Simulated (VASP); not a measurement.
Wanted: the native input for a VASP 6.6.1 run.

* Task: single point
* Functional: PBEsol
* Potentials or basis: VASP PAW PBE potentials, release 64 (Ag, Cl)
* Cutoff: 520 eV
* k mesh: 9 × 9 × 9
* Occupations: fermi-dirac, width 0.01 eV
* Spin: no spin polarisation
* Dipole correction: no
* Further INCAR settings: ALGO = Normal; EDIFF = 1e-06; NBANDS = 16

The structure of AgCl lies in POSCAR:

```
AgCl
1.0
    3.3638722485      0.0000000000      0.0000000000
    0.0000000000      3.3638722485      0.0000000000
    0.0000000000      0.0000000000      3.3638722485
Ag Cl
1 1
Direct
    0.0000000000      0.0000000000      0.0000000000
    0.5000000000      0.5000000000      0.5000000000
```

This cell differs from its parent crystal: volume scaled by 0.94.

One way to write it, as run:

INCAR

```
SYSTEM = AgCl
ALGO = Normal ; EDIFF = 1E-6
ENCUT = 520 ; GGA = PS
ISIF = 2 ; ISMEAR = -1
LASPH = .TRUE. ; LCHARG = .TRUE.
LELF = .TRUE. ; LREAL = .FALSE.
LVHAR = .TRUE. ; LWAVE = .FALSE.
NBANDS = 16 ; NELM = 100
PREC = Accurate ; SIGMA = 0.01
```

KPOINTS

```
k-points
0
G
  9 9 9
  0 0 0
```

Potentials or basis: VASP PAW PBE potentials, release 64 (Ag, Cl).

Run with:

```sh
$ cat potpaw_PBE.64/Ag/POTCAR potpaw_PBE.64/Cl/POTCAR > POTCAR
$ mpirun -np 1 vasp_std > vasp.out
```

Results of the run:

```
Pressure               : -1.9 GPa
Band gap on the k mesh : 0.47 eV, indirect (least direct gap 2.16 eV)
```

Caveat: the PAW data sets were made with another functional, which shifts forces and pressure a little.

Wall time 16 s on 1 thread of AMD EPYC 7R43 64-Core Processor (Zen 3), with other jobs on the host, peak memory 0.13 GiB.
